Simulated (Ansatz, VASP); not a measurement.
**Two plane-wave programs on Pd**

```
Pd
1.0
    -1.53098    1.53098    1.62531
     1.53098   -1.53098    1.62531
     1.53098    1.53098   -1.62531
Pd
1
Direct
  0.00000 0.00000 0.00000
```

Alike in both runs: task single point; functional PBEsol; k mesh 16 × 16 × 16; occupations gaussian, width 0.1 eV; no spin polarisation.

|  | VASP | Ansatz |
| --- | --- | --- |
| version | VASP 6.6.1 | Ansatz 0.2.0 |
| potentials or method | VASP PAW PBE potentials, release 64 (Pd), cutoff 520 eV | scalar-relativistic, plane waves, PAW |
| valence electrons in the cell | 10 | 18 |

|  | VASP | Ansatz | Ansatz less VASP |
| --- | --- | --- | --- |
| gap on the k mesh at the Fermi level (eV) | none | none | - |
| pressure (GPa) | -7.1 | -6.9 | +0.26 |
| traceless stress, the component that is largest in VASP (GPa) | 1.41 | 1.43 | +0.022 |

VASP's potentials were made for PBE, not for PBEsol. A gap of «none» marks a metal or a gap that the smearing closes. VASP's potentials hold 10 valence electrons a cell and Ansatz's 18, so a difference there can come from the potentials and not from the codes.
